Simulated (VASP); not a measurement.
# Sr (I4/mmm) in VASP: further runs

Sr is run at these levels: PBEsol; tasks: single point.

All numbers are computed with VASP 6.6.1; they aren't measurements. Logs are shortened: lines on timing, memory, paths and dates and some standing lists are left out, and cuts for length are marked.

**1. The cell of the first run**

The structure is tetragonal, space group I4/mmm (No. 139). Conventional cell: a = 4.087 Å, b = 4.087 Å, c = 6.389 Å, α = 90.00°, β = 90.00°, γ = 90.00°. Within 5.4 Å of Sr (site symmetry 4/mmm) lie 12 Sr at 4.09 to 4.31 Å.

**2. Single point, PBEsol (strain -0.050 along x and y, +0.050 along z)**

Contents of INCAR:

```
SYSTEM = Sr
ALGO = Normal ; EDIFF = 1E-6
ENCUT = 520 ; GGA = PS
ISIF = 2 ; ISMEAR = 0
LASPH = .True. ; LCHARG = .False.
LREAL = .False. ; LWAVE = .False.
NBANDS = 11 ; NELM = 100
PREC = Accurate ; SIGMA = 0.03
```

Contents of KPOINTS:

```
k-points
0
Gamma
  10 10 10
  0 0 0
```

Contents of POSCAR:

```
Sr
1.0
    0.0000000000      2.8902325000      3.1944675000
    2.8902325000      0.0000000000      3.1944675000
    2.8902325000      2.8902325000      0.0000000000
Sr
1
Direct
    0.0000000000      0.0000000000      0.0000000000
```

Potentials or basis: VASP PAW PBE potentials, release 64 (Sr_sv).

The run is started by

```console
$ cat potpaw_PBE.64/Sr_sv/POTCAR > POTCAR
$ mpirun -np 1 vasp_std > vasp.out
```

OUTCAR:

```text
SYSTEM = Sr
   EDIFF = 1E-6
   ENCUT = 520
   GGA = PS
   ISIF = 2
   ISMEAR = 0
   LASPH = .True.
   LREAL = .False.
   NELM = 100
   PREC = Accurate

 ion  position               nearest neighbor table
   1  0.000  0.000  0.000-

  LATTYP: Found a body centered tetragonal cell.
 ALAT       =     4.0874059999
 C/A-ratio  =     1.5630781479

  Lattice vectors:

 A1 = (  -2.8902325000,   0.0000000000,   3.1944675000)
 A2 = (   2.8902325000,   0.0000000000,   3.1944675000)
 A3 = (   0.0000000000,   2.8902325000,  -3.1944675000)

Analysis of symmetry for initial positions (statically):
=====================================================================
 Subroutine PRICEL returns:
 Original cell was already a primitive cell.

 Routine SETGRP: Setting up the symmetry group for a
 body centered tetragonal supercell.

 Subroutine GETGRP returns: Found 16 space group operations
 (whereof 16 operations were pure point group operations)
 out of a pool of 16 trial point group operations.

The static configuration has the point symmetry D_4h.

Analysis of symmetry for dynamics (positions and initial velocities):
=====================================================================
 Subroutine PRICEL returns:
 Original cell was already a primitive cell.

 Routine SETGRP: Setting up the symmetry group for a
 body centered tetragonal supercell.

 Subroutine GETGRP returns: Found 16 space group operations
 (whereof 16 operations were pure point group operations)
 out of a pool of 16 trial point group operations.

The dynamic configuration has the point symmetry D_4h.

 Subroutine INISYM returns: Found 16 space group operations
 (whereof 16 operations are pure point group operations),
 and found     1 'primitive' translations

----------------------------------------------------------------------------------------

                                     Primitive cell

  volume of cell :      53.3696

  direct lattice vectors                    reciprocal lattice vectors
     0.000000000  2.890232500  3.194467500    -0.172996463  0.172996463  0.156520609
     2.890232500  0.000000000  3.194467500     0.172996463 -0.172996463  0.156520609
     2.890232500  2.890232500  0.000000000     0.172996463  0.172996463 -0.156520609

  length of vectors
     4.307907440  4.307907440  4.087406000     0.290438038  0.290438038  0.290438038

  position of ions in fractional coordinates (direct lattice)
     0.000000000  0.000000000  0.000000000

  ion indices of the primitive-cell ions
   primitive index   ion index
                 1           1

----------------------------------------------------------------------------------------

 KPOINTS: k-points

Automatic generation of k-mesh.
 Grid dimensions read from file:
 generate k-points for:   10   10   10

 Generating k-lattice:

  Cartesian coordinates                     Fractional coordinates (reciprocal lattice)
    -0.017299646  0.017299646  0.015652061     0.100000000  0.000000000  0.000000000
     0.017299646 -0.017299646  0.015652061     0.000000000  0.100000000  0.000000000
     0.017299646  0.017299646 -0.015652061     0.000000000  0.000000000  0.100000000

  Length of vectors
     0.029043804  0.029043804  0.029043804

  Shift w.r.t. Gamma in fractional coordinates (k-lattice)
     0.000000000  0.000000000  0.000000000

 Subroutine IBZKPT returns following result:
 ===========================================

 Found    102 irreducible k-points:

 Following reciprocal coordinates:
            Coordinates               Weight
  0.000000  0.000000  0.000000      1.000000
  0.100000 -0.000000  0.000000      8.000000
  0.200000 -0.000000  0.000000      8.000000
  0.300000 -0.000000  0.000000      8.000000
  0.400000 -0.000000  0.000000      8.000000
  0.500000 -0.000000  0.000000      4.000000
[... 16 lines left out ...]
  0.300000  0.300000  0.000000      2.000000
  0.400000  0.300000  0.000000      8.000000
 [... further k-points ...]
   k-points           NKPTS =    102   k-points in BZ     NKDIM =    102   number of bands    NBANDS=     11
   number of dos      NEDOS =    301   number of ions     NIONS =      1
   total plane-waves  NPLWV =  30720
   dimension x,y,z NGX =    32 NGY =   32 NGZ =   30
   dimension x,y,z NGXF=    64 NGYF=   64 NGZF=   60
   ions per type =               1
   NGX,Y,Z   is equivalent  to a cutoff of  12.35, 12.35, 12.20 a.u.
   NGXF,Y,Z  is equivalent  to a cutoff of  24.70, 24.70, 24.40 a.u.
 SYSTEM =  Sr
   PREC   = accura    normal or accurate (medium, high low for compatibility)
   ISTART =      0    job   : 0-new  1-cont  2-samecut
   ICHARG =      2    charge: 1-file 2-atom 10-const
   ISPIN  =      1    spin polarized calculation?
   LNONCOLLINEAR =      F non collinear calculations
   LSORBIT =      F    spin-orbit coupling
   LASPH  =      T    aspherical Exc in radial PAW
   ENCUT  =  520.0 eV  38.22 Ry    6.18 a.u.   8.01  8.01  7.60*2*pi/ulx,y,z
   NELM   =    100;   NELMIN=  2; NELMDL= -5     # of ELM steps
   EDIFF  = 0.1E-05   stopping-criterion for ELM
   LREAL  =      F    real-space projection
   EDIFFG = 0.1E-04   stopping-criterion for IOM
   NSW    =      0    number of steps for IOM
   IBRION =     -1    ionic relax: 0-MD 1-quasi-New 2-CG
   NFREE  =      0    steps in history (QN), initial steepest desc. (CG)
   ISIF   =      2    stress and relaxation
   ISYM   =      2    0-nonsym 1-usesym 2-fastsym
   POTIM  = 0.5000    time-step for ionic-motion
   TEBEG  =    0.0;   TEEND  =   0.0 temperature during run
   PSTRESS=    0.0 pullay stress
   NELECT =      10.0000    total number of electrons
   NUPDOWN=      -1.0000    fix difference up-down
   EMIN   =  10.00;   EMAX   =-10.00  energy-range for DOS
   EFERMI =   0.00;   METHOD = LEGACY
   ISMEAR =     0;   SIGMA  =   0.03  broadening in eV -4-tet -1-fermi 0-gaus
   EFERMI_NEDOS =   21; number of points for ismear=-14 and -15
   IALGO  =     38    algorithm
   IMIX   =      4    mixing-type and parameters
     AMIX     =   0.40;   BMIX     =  1.00
     AMIX_MAG =   1.60;   BMIX_MAG =  1.00
  volume/ion in A,a.u.               =      53.37       360.16
  Fermi-wavevector in a.u.,A,eV,Ry     =   0.936793  1.770281 11.940208  0.877581
  Thomas-Fermi vector in A             =   2.063838
   LORBIT       =      0    0 simple, 1 ext, 2 COOP (PROOUT), +10 PAW based schemes
   GGA     = PS    functional components
   LHFCALC =     F    Hartree Fock is set to
   AEXX    =    0.0000 exact exchange contribution
   IVDW    =     0    specifies the selected vdW correction
   LEPSILON=     F    determine dielectric tensor
   LRPA    =     F    only Hartree local field effects (RPA)
 non-spin polarized calculation
 Gauss-broadening in eV      SIGMA  =   0.03
  energy-cutoff  :      520.00
  volume of cell :       53.37
 maximum number of plane-waves:      1457
   NGX = 15   NGY = 15   NGZ = 15

 number of electron      10.0000000 magnetization

 Free energy of the ion-electron system (eV)
  ---------------------------------------------------
  ext. energy  EPLUGINS =         0.00000000
  ---------------------------------------------------
  free energy    TOTEN  =        -1.83109010 eV

  energy without entropy =       -1.83031260  energy(sigma->0) =       -1.83070135

 E-fermi :   1.6328     XC(G=0):  -7.5242

 val. band max:        1.6307616397   @ k =  -0.2000   0.5000   0.3000
 cond. band min:       1.6446229410   @ k =  -0.3000   0.3000   0.2000
 fundamental gap:      0.0138613013
 Fermi energy:         1.6327870813

 k-point     1 :       0.0000    0.0000    0.0000
  band No.  band energies     occupation
      1     -34.8855      2.00000
      2     -16.7885      2.00000
      3     -16.7757      2.00000
      4     -16.7757      2.00000
      5      -2.1052      2.00000
      6       3.6152      0.00000
      7       4.1882      0.00000
      8       4.1882      0.00000
      9       4.9551      0.00000
     10       5.9106      0.00000
     11       8.8819      0.00000

 k-point     2 :       0.1000   -0.0000    0.0000
  band No.  band energies     occupation
      1     -34.8839      2.00000
      2     -16.8028      2.00000
      3     -16.7880      2.00000
      4     -16.7771      2.00000
      5      -1.9388      2.00000
      6       3.5792      0.00000
      7       4.0230      0.00000
      8       4.2717      0.00000
      9       4.9111      0.00000
     10       5.7670      0.00000
     11       9.2906      0.00000

 k-point     3 :       0.2000   -0.0000    0.0000
  band No.  band energies     occupation
      1     -34.8797      2.00000
      2     -16.8591      2.00000
      3     -16.8004      2.00000
      4     -16.7807      2.00000
      5      -1.4640      2.00000
      6       3.1724      0.00000
      7       3.8873      0.00000
      8       4.4299      0.00000
      9       5.0263      0.00000
     10       5.5567      0.00000
     11       9.0549      0.00000

 k-point     4 :       0.3000   -0.0000    0.0000
  band No.  band energies     occupation
      1     -34.8745      2.00000
      2     -16.9291      2.00000
      3     -16.8139      2.00000
      4     -16.7852      2.00000
      5      -0.7587      2.00000
      6       2.5842      0.00000
      7       3.7207      0.00000
      8       4.3928      0.00000
      9       5.5456      0.00000
     10       5.7157      0.00000
     11       8.2177      0.00000
[... 239 lines left out ...]
 k-point    22 :      -0.2000    0.2000    0.0000
  band No.  band energies     occupation
      1     -34.8721      2.00000
      2     -16.9434      2.00000
      3     -16.8401      2.00000
      4     -16.7828      2.00000
      5      -0.4143      2.00000
      6       2.4850      0.00000
      7       3.3165      0.00000
      8       4.7270      0.00000
      9       5.0584      0.00000
     10       6.2979      0.00000
     11       8.2986      0.00000

 k-point    23 :       0.3000    0.3000    0.0000
  band No.  band energies     occupation
      1     -34.8746      2.00000
      2     -16.9170      2.00000
      3     -16.8129      2.00000
      4     -16.8129      2.00000
      5      -0.5502      2.00000
      6       2.4712      0.00000
      7       2.9607      0.00000
      8       5.2743      0.00000
      9       5.2743      0.00000
     10       6.3717      0.00000
     11       9.5932      0.00000

 k-point    24 :       0.4000    0.3000    0.0000
  band No.  band energies     occupation
      1     -34.8718      2.00000
      2     -16.9422      2.00000
      3     -16.8325      2.00000
      4     -16.8186      2.00000
      5      -0.0084      2.00000
      6       2.3043      0.00000
      7       2.6245      0.00000
      8       5.4480      0.00000
      9       5.7362      0.00000
     10       6.5461      0.00000
     11       8.0396      0.00000

 [... further k-points ...]

------------------------ aborting loop because EDIFF is reached ----------------------------------------

  FORCE on cell =-STRESS in cart. coord.  units (eV):
  Direction    XX          YY          ZZ          XY          YZ          ZX
  --------------------------------------------------------------------------------------
  -------------------------------------------------------------------------------------
  Total       -0.0479501     -0.0479501     -0.2802923      0.0000000      0.0000000      0.0000000
  in kB       -1.4394805     -1.4394805     -8.4144890      0.0000000      0.0000000      0.0000000
  external PRESSURE =      -3.7644833 kB  Pullay stress =       0.0000000 kB

 VOLUME and BASIS-vectors are now :
 -----------------------------------------------------------------------------
  energy-cutoff  :      520.00
  volume of cell :       53.37
      direct lattice vectors                 reciprocal lattice vectors
     0.000000000  2.890232500  3.194467500    -0.172996463  0.172996463  0.156520609
     2.890232500  0.000000000  3.194467500     0.172996463 -0.172996463  0.156520609
     2.890232500  2.890232500  0.000000000     0.172996463  0.172996463 -0.156520609

 POSITION                                       TOTAL-FORCE (eV/Angst)
 -----------------------------------------------------------------------------------
      0.00000      0.00000      0.00000         0.000000      0.000000      0.000000
 -----------------------------------------------------------------------------------
    total drift:                               -0.000000     -0.000000     -0.000000

  FREE ENERGIE OF THE ION-ELECTRON SYSTEM (eV)
  ---------------------------------------------------
  free  energy   TOTEN  =        -1.8310901049 eV

  energy  without entropy=       -1.8303125965  energy(sigma->0) =       -1.83070135
```

It took 49 s on 1 thread of Intel Xeon 8259CL, shared host; peak memory 0.21 GiB.

What came out:

| Quantity | Value |
| --- | --- |
| Free energy | -1.8311 eV |
| Pressure | -0.4 GPa |
| Band gap on the k mesh | zero (bands 5 and 6 overlap by 0.02 eV) |

Caveat: the cell differs from its parent crystal (strain -0.050 along x and y, +0.050 along z); the PAW data sets were made with another functional, which shifts forces and pressure a little.

[end of part 1 of 2]
